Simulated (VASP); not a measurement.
# SrTiO3 in VASP: a series of runs

Runs on SrTiO3. Level: PBEsol. Tasks: electric field gradients.

Program: VASP 6.6.1. These are calculated values, not measurements. Logs are shortened: lines on timing, memory, paths and dates and some standing lists are left out, and cuts for length are marked.

**1. The cell of the first run**

It takes space group R-3m (No. 166, trigonal). Conventional cell: a = 5.578 Å, b = 5.578 Å, c = 6.628 Å, α = 90.00°, β = 90.00°, γ = 120.00°. Sr (site symmetry -3m) has 12 O at 2.73 to 2.79 Å and 8 Ti at 3.31 to 3.40 Å within 3.6 Å. Within 2.6 Å of Ti (site symmetry -3m) lie 6 O at 1.95 Å. O (site symmetry 2/m) has 2 Ti at 1.95 Å within 2.6 Å.

**2. Electric field gradients, PBEsol (equal xy, yz and zx shear strains of -2 %)**

File INCAR:

```
SYSTEM = SrTiO3
ALGO     = Normal         ! electronic algorithm
EDIFF    = 1E-8           ! SCF threshold, eV
ENCUT    = 520            ! plane-wave cutoff, eV
GGA      = PS             ! functional
ISIF     = 2              ! what is computed and relaxed
ISMEAR   = -1             ! smearing method
LASPH    = .TRUE.         ! aspherical terms in the spheres
LCHARG   = .FALSE.        ! write CHGCAR
LEFG     = .TRUE.       
LREAL    = .FALSE.        ! projectors in reciprocal space
LWAVE    = .FALSE.        ! write WAVECAR
NBANDS   = 28             ! bands
NELM     = 100            ! most SCF steps
PREC     = Accurate       ! precision mode
SIGMA    = 0.05           ! smearing width, eV
```

File KPOINTS:

```
k-points
0
G
  7 7 7
  0 0 0
```

File POSCAR:

```
SrTiO3
1.0
    3.9050000000     -0.0390500000     -0.0390500000
   -0.0390500000      3.9050000000     -0.0390500000
   -0.0390500000     -0.0390500000      3.9050000000
Sr Ti O
1 1 3
Direct
    0.0000000000      0.0000000000      0.0000000000
    0.5000000000      0.5000000000      0.5000000000
    0.0000000000      0.5000000000      0.5000000000
    0.5000000000      0.0000000000      0.5000000000
    0.5000000000      0.5000000000      0.0000000000
```

Potentials or basis: VASP PAW PBE potentials, release 64 (Sr_sv, Ti_sv, O).

Launch:

```
cat potpaw_PBE.64/Sr_sv/POTCAR potpaw_PBE.64/Ti_sv/POTCAR potpaw_PBE.64/O/POTCAR > POTCAR
mpirun -np 1 vasp_std > vasp.out
```

OUTCAR:

```text
SYSTEM = SrTiO3
   EDIFF = 1E-8
   ENCUT = 520
   GGA = PS
   ISIF = 2
   ISMEAR = -1
   LASPH = .TRUE.
   LREAL = .FALSE.
   NELM = 100
   PREC = Accurate

 ion  position               nearest neighbor table
   1  0.000  0.000  0.000-   3 2.73   4 2.73   5 2.73   3 2.73   4 2.73   5 2.73   5 2.79   3 2.79
                             4 2.79   5 2.79   4 2.79   3 2.79   2 3.31   2 3.31   2 3.40   2 3.40
   2  0.500  0.500  0.500-   3 1.95   4 1.95   5 1.95   5 1.95   4 1.95   3 1.95   1 3.31   1 3.31
                             1 3.40   1 3.40   1 3.40   1 3.40   1 3.40   1 3.40
   3  0.000  0.500  0.500-   2 1.95   2 1.95   1 2.73   1 2.73   1 2.79   1 2.79
   4  0.500  0.000  0.500-   2 1.95   2 1.95   1 2.73   1 2.73   1 2.79   1 2.79
   5  0.500  0.500  0.000-   2 1.95   2 1.95   1 2.73   1 2.73   1 2.79   1 2.79

  LATTYP: Found a trigonal (rhomboedric) cell.
 ALAT       =     3.9053904805
 COS(alpha) =    -0.0198960208

  Lattice vectors:

 A1 = (   3.9050000000,  -0.0390500000,  -0.0390500000)
 A2 = (  -0.0390500000,   3.9050000000,  -0.0390500000)
 A3 = (  -0.0390500000,  -0.0390500000,   3.9050000000)

Analysis of symmetry for initial positions (statically):
=====================================================================
 Subroutine PRICEL returns:
 Original cell was already a primitive cell.

 Routine SETGRP: Setting up the symmetry group for a
 trigonal (rhombohedral) supercell.

 Subroutine GETGRP returns: Found 12 space group operations
 (whereof 12 operations were pure point group operations)
 out of a pool of 12 trial point group operations.

The static configuration has the point symmetry D_3d.

Analysis of symmetry for dynamics (positions and initial velocities):
=====================================================================
 Subroutine PRICEL returns:
 Original cell was already a primitive cell.

 Routine SETGRP: Setting up the symmetry group for a
 trigonal (rhombohedral) supercell.

 Subroutine GETGRP returns: Found 12 space group operations
 (whereof 12 operations were pure point group operations)
 out of a pool of 12 trial point group operations.

The dynamic configuration has the point symmetry D_3d.

 Subroutine INISYM returns: Found 12 space group operations
 (whereof 12 operations are pure point group operations),
 and found     1 'primitive' translations

----------------------------------------------------------------------------------------

                                     Primitive cell

  volume of cell :      59.5295

  direct lattice vectors                    reciprocal lattice vectors
     3.905000000 -0.039050000 -0.039050000     0.256133690  0.002587209  0.002587209
    -0.039050000  3.905000000 -0.039050000     0.002587209  0.256133690  0.002587209
    -0.039050000 -0.039050000  3.905000000     0.002587209  0.002587209  0.256133690

  length of vectors
     3.905390480  3.905390480  3.905390480     0.256159822  0.256159822  0.256159822

  position of ions in fractional coordinates (direct lattice)
     0.000000000  0.000000000  0.000000000
     0.500000000  0.500000000  0.500000000
     0.000000000  0.500000000  0.500000000
     0.500000000  0.000000000  0.500000000
     0.500000000  0.500000000  0.000000000

  ion indices of the primitive-cell ions
   primitive index   ion index
                 1           1
                 2           2
                 3           3
                 4           4
                 5           5

----------------------------------------------------------------------------------------

 KPOINTS: k-points

Automatic generation of k-mesh.
 Grid dimensions read from file:
 generate k-points for:    7    7    7

 Generating k-lattice:

  Cartesian coordinates                     Fractional coordinates (reciprocal lattice)
     0.036590527  0.000369601  0.000369601     0.142857143 -0.000000000  0.000000000
     0.000369601  0.036590527  0.000369601    -0.000000000  0.142857143  0.000000000
     0.000369601  0.000369601  0.036590527     0.000000000  0.000000000  0.142857143

  Length of vectors
     0.036594260  0.036594260  0.036594260

  Shift w.r.t. Gamma in fractional coordinates (k-lattice)
     0.000000000  0.000000000  0.000000000

 Subroutine IBZKPT returns following result:
 ===========================================

 Found     44 irreducible k-points:

 Following reciprocal coordinates:
            Coordinates               Weight
  0.000000  0.000000  0.000000      1.000000
  0.142857 -0.000000 -0.000000      6.000000
  0.285714 -0.000000 -0.000000      6.000000
  0.428571 -0.000000 -0.000000      6.000000
  0.142857  0.142857  0.000000      6.000000
  0.285714  0.142857 -0.000000     12.000000
[... 16 lines left out ...]
  0.285714  0.285714  0.142857      6.000000
  0.428571  0.285714  0.142857     12.000000
 [... further k-points ...]
   k-points           NKPTS =     44   k-points in BZ     NKDIM =     44   number of bands    NBANDS=     28
   number of dos      NEDOS =    301   number of ions     NIONS =      5
   total plane-waves  NPLWV =  27000
   dimension x,y,z NGX =    30 NGY =   30 NGZ =   30
   dimension x,y,z NGXF=    60 NGYF=   60 NGZF=   60
   ions per type =               1   1   3
   NGX,Y,Z   is equivalent  to a cutoff of  12.77, 12.77, 12.77 a.u.
   NGXF,Y,Z  is equivalent  to a cutoff of  25.54, 25.54, 25.54 a.u.
 SYSTEM =  SrTiO3
   PREC   = accura    normal or accurate (medium, high low for compatibility)
   ISTART =      0    job   : 0-new  1-cont  2-samecut
   ICHARG =      2    charge: 1-file 2-atom 10-const
   ISPIN  =      1    spin polarized calculation?
   LNONCOLLINEAR =      F non collinear calculations
   LSORBIT =      F    spin-orbit coupling
   LASPH  =      T    aspherical Exc in radial PAW
   ENCUT  =  520.0 eV  38.22 Ry    6.18 a.u.   7.26  7.26  7.26*2*pi/ulx,y,z
   NELM   =    100;   NELMIN=  2; NELMDL= -5     # of ELM steps
   EDIFF  = 0.1E-07   stopping-criterion for ELM
   LREAL  =      F    real-space projection
   EDIFFG = 0.1E-06   stopping-criterion for IOM
   NSW    =      0    number of steps for IOM
   IBRION =     -1    ionic relax: 0-MD 1-quasi-New 2-CG
   NFREE  =      0    steps in history (QN), initial steepest desc. (CG)
   ISIF   =      2    stress and relaxation
   ISYM   =      2    0-nonsym 1-usesym 2-fastsym
   POTIM  = 0.5000    time-step for ionic-motion
   TEBEG  =    0.0;   TEEND  =   0.0 temperature during run
   PSTRESS=    0.0 pullay stress
   NELECT =      40.0000    total number of electrons
   NUPDOWN=      -1.0000    fix difference up-down
   EMIN   =  10.00;   EMAX   =-10.00  energy-range for DOS
   EFERMI =   0.00;   METHOD = LEGACY
   ISMEAR =    -1;   SIGMA  =   0.05  broadening in eV -4-tet -1-fermi 0-gaus
   EFERMI_NEDOS =   21; number of points for ismear=-14 and -15
   IALGO  =     38    algorithm
   IMIX   =      4    mixing-type and parameters
     AMIX     =   0.40;   BMIX     =  1.00
     AMIX_MAG =   1.60;   BMIX_MAG =  1.00
  volume/ion in A,a.u.               =      11.91        80.34
  Fermi-wavevector in a.u.,A,eV,Ry     =   1.433896  2.709670 27.974346  2.056056
  Thomas-Fermi vector in A             =   2.553364
   LORBIT       =      0    0 simple, 1 ext, 2 COOP (PROOUT), +10 PAW based schemes
   GGA     = PS    functional components
   LHFCALC =     F    Hartree Fock is set to
   AEXX    =    0.0000 exact exchange contribution
   IVDW    =     0    specifies the selected vdW correction
   LEPSILON=     F    determine dielectric tensor
   LRPA    =     F    only Hartree local field effects (RPA)
 non-spin polarized calculation
  energy-cutoff  :      520.00
  volume of cell :       59.53
 maximum number of plane-waves:      1619
 NGX is ok and might be reduce to    30
   NGX = 15   NGY = 15   NGZ = 15

 number of electron      40.0000011 magnetization

 Free energy of the ion-electron system (eV)
  ---------------------------------------------------
  ext. energy  EPLUGINS =         0.00000000
  ---------------------------------------------------
  free energy    TOTEN  =       -41.98980108 eV

  energy without entropy =      -41.98980108  energy(sigma->0) =      -41.98980108

 E-fermi :   4.9214     XC(G=0): -11.5410

 val. band max:        3.9870567074   @ k =   0.4286   0.4286   0.4286
 cond. band min:       5.7541504395   @ k =   0.0000   0.0000   0.0000
 fundamental gap:      1.7670937321
 Fermi energy:         4.9213629974

 k-point     1 :       0.0000    0.0000    0.0000
  band No.  band energies     occupation
      1     -52.1742      2.00000
      2     -28.6152      2.00000
      3     -28.5515      2.00000
      4     -28.5283      2.00000
      5     -28.5283      2.00000
      6     -13.3324      2.00000
[... 20 lines left out ...]
     27       9.3121      0.00000
     28      10.0430      0.00000

 k-point     2 :       0.1429   -0.0000   -0.0000
  band No.  band energies     occupation
      1     -52.1739      2.00000
      2     -28.6407      2.00000
      3     -28.5445      2.00000
      4     -28.5277      2.00000
      5     -28.5183      2.00000
      6     -13.3434      2.00000
[... 20 lines left out ...]
     27       9.6750      0.00000
     28      10.5321      0.00000

 k-point     3 :       0.2857   -0.0000   -0.0000
  band No.  band energies     occupation
      1     -52.1732      2.00000
      2     -28.6842      2.00000
      3     -28.5409      2.00000
      4     -28.5264      2.00000
      5     -28.4973      2.00000
      6     -13.4363      2.00000
[... 616 lines left out ...]
      3     -28.5719      2.00000
      4     -28.5440      2.00000
      5     -28.5056      2.00000
      6     -13.1219      2.00000
[... 20 lines left out ...]
     27      11.6880      0.00000
     28      11.7762      0.00000

 k-point    24 :       0.4286    0.2857    0.1429
  band No.  band energies     occupation
      1     -52.1714      2.00000
      2     -28.6591      2.00000
      3     -28.5771      2.00000
      4     -28.5432      2.00000
      5     -28.5226      2.00000
      6     -13.0383      2.00000
[... 20 lines left out ...]
     27      12.0459      0.00000
     28      12.3800      0.00000

 [... further k-points ...]
[... 5 lines left out ...]
  --------------------------------------------------------------------------------------
  -------------------------------------------------------------------------------------
  Total       -0.4394066     -0.4394066     -0.4394066      0.8474811      0.8474811      0.8474811
  in kB      -11.8261995    -11.8261995    -11.8261995     22.8091263     22.8091263     22.8091263
  external PRESSURE =     -11.8261995 kB  Pullay stress =       0.0000000 kB

 VOLUME and BASIS-vectors are now :
 -----------------------------------------------------------------------------
  energy-cutoff  :      520.00
  volume of cell :       59.53
      direct lattice vectors                 reciprocal lattice vectors
     3.905000000 -0.039050000 -0.039050000     0.256133690  0.002587209  0.002587209
    -0.039050000  3.905000000 -0.039050000     0.002587209  0.256133690  0.002587209
    -0.039050000 -0.039050000  3.905000000     0.002587209  0.002587209  0.256133690

 POSITION                                       TOTAL-FORCE (eV/Angst)
 -----------------------------------------------------------------------------------
      0.00000      0.00000      0.00000        -0.000000      0.000000     -0.000000
      1.91345      1.91345      1.91345         0.000000     -0.000000      0.000000
     -0.03905      1.93297      1.93297        -0.000000      0.000000     -0.000000
      1.93297     -0.03905      1.93297        -0.000000      0.000000      0.000000
      1.93297      1.93297     -0.03905        -0.000000      0.000000     -0.000000
 -----------------------------------------------------------------------------------
    total drift:                                0.000000      0.000000     -0.000000

  FREE ENERGIE OF THE ION-ELECTRON SYSTEM (eV)
  ---------------------------------------------------
  free  energy   TOTEN  =       -41.9898010779 eV

  energy  without entropy=      -41.9898010763  energy(sigma->0) =      -41.98980108

 Electric field gradients (V/A^2)
---------------------------------------------------------------------
 ion       V_xx      V_yy      V_zz      V_xy      V_xz      V_yz
---------------------------------------------------------------------
   1      -0.000     0.000    -0.000    -5.558    -5.558    -5.558
   2      -0.000     0.000     0.000     3.943     3.943     3.943
   3       9.421    -4.711    -4.711    -2.777    -2.777     1.059
   4      -4.711     9.421    -4.711    -2.777     1.059    -2.777
   5      -4.711    -4.711     9.421     1.059    -2.777    -2.777
---------------------------------------------------------------------

 Electric field gradients after diagonalization (V/A^2)
 (convention: |V_zz| > |V_xx| > |V_yy|)
----------------------------------------------------------------------
 ion       V_xx      V_yy      V_zz     asymmetry (V_yy - V_xx)/ V_zz
----------------------------------------------------------------------
   1       5.558     5.558   -11.116       0.000
   2      -3.943    -3.943     7.887       0.000
   3      -5.770    -4.741    10.511       0.098
   4      -5.770    -4.741    10.511       0.098
   5      -5.770    -4.741    10.511       0.098
----------------------------------------------------------------------

           NMR quadrupolar parameters

 Cq : quadrupolar parameter    Cq=e*Q*V_zz/h
 eta: asymmetry parameters     (V_yy - V_xx)/ V_zz
 Q  : nuclear electric quadrupole moment in mb (millibarn)
----------------------------------------------------------------------
 ion       Cq(MHz)       eta       Q (mb)
----------------------------------------------------------------------
   1      -0.027       0.000       1.000
   2       0.019       0.000       1.000
   3       0.025       0.098       1.000
   4       0.025       0.098       1.000
   5       0.025       0.098       1.000
----------------------------------------------------------------------
```

Wall time 2.4 min (1 thread of Intel Xeon 8259CL, shared host); peak memory 0.22 GiB.

What came out:

| Quantity | Value |
| --- | --- |
| Free energy | -41.9898 eV |
| Pressure | -1.2 GPa |
| Band gap on the k mesh | 1.77 eV (least direct gap 1.98 eV) |
| Largest electric field gradient by atom | Sr -11.1; Ti +7.9; O +10.5 V/Å² |

Stress tensor (GPa, compression positive):
```
-1.18  2.28  2.28
 2.28 -1.18  2.28
 2.28  2.28 -1.18
```

Levels at points of the mesh, in eV from the valence-band top:
| k point | band 17 | band 18 | band 19 | band 20 | band 21 | band 22 | band 23 | band 24 |
| --- | --- | --- | --- | --- | --- | --- | --- | --- |
| (0.00, 0.00, 0.00) | -1.11 | -0.36 | -0.36 | -0.22 | 1.77 | 1.87 | 1.87 | 4.37 |

Electric field gradients, principal values (V/Å²):
```tsv
atom	least	middle	greatest (by size)
1 Sr	5.558	5.558	-11.116
2 Ti	-3.943	-3.943	7.887
3 O	-4.741	-5.770	10.511
4 O	-4.741	-5.770	10.511
5 O	-4.741	-5.770	10.511
```

Caveat: the cell differs from its parent crystal (equal xy, yz and zx shear strains of -2 %); without QUAD_EFG the Cq values of the log hold for a quadrupole moment of 1 mb, not for the nuclei; the PAW data sets were made with another functional, which shifts forces and pressure a little.

(Continued in part 2 of 3.)
